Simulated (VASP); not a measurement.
Wanted: the native input for a VASP 6.6.1 run.

```yaml
Task: single point
Functional: PBE
Dispersion: D3(BJ)
Potentials_or_basis: VASP PAW PBE potentials, release 64 (P)
Cutoff: 520 eV
k_mesh: 8 × 8 × 8
Occupations: gaussian, width 0.05 eV
Spin: no spin polarisation
Dipole_correction: no
Further_INCAR_settings: ALGO = Normal; EDIFF = 1e-06; NBANDS = 8
```

The structure of P lies in POSCAR:

```
P
1.0
   -1.5561732316      1.5561732316      1.5561732316
    1.5561732316     -1.5561732316      1.5561732316
    1.5561732316      1.5561732316     -1.5561732316
P
1
Direct
    0.0000000000      0.0000000000      0.0000000000
```

This isn't the form of P at room conditions, which is orthorhombic.

These files were run (other wordings do the same):

INCAR

```
SYSTEM = P
  ALGO = Normal
  EDIFF = 1E-6
  ENCUT = 520
  GGA = PE
  ISIF = 2
  ISMEAR = 0
  IVDW = 12
  LASPH = .True.
  LCHARG = .True.
  LELF = .True.
  LREAL = .False.
  LVHAR = .True.
  LWAVE = .False.
  NBANDS = 8
  NELM = 60
  PREC = Accurate
  SIGMA = 0.05
```

KPOINTS

```
k-points
0
Gamma
  8 8 8
  0 0 0
```

Potentials or basis: VASP PAW PBE potentials, release 64 (P).

Command:

```console
$ cat potpaw_PBE.64/P/POTCAR > POTCAR
$ mpirun -np 1 vasp_std > vasp.out
```

It gave:

```yaml
Pressure: -9.7 GPa
Band_gap_on_the_k_mesh: zero (an odd number of electrons rules out a gap without spin polarisation)
Dispersion_energy_per_atom: -0.462 eV
```

Caveat: the cell stands under tension.

It took 5.5 s on 1 thread of Intel Xeon 8259CL, with other jobs on the host, peak memory 0.13 GiB.
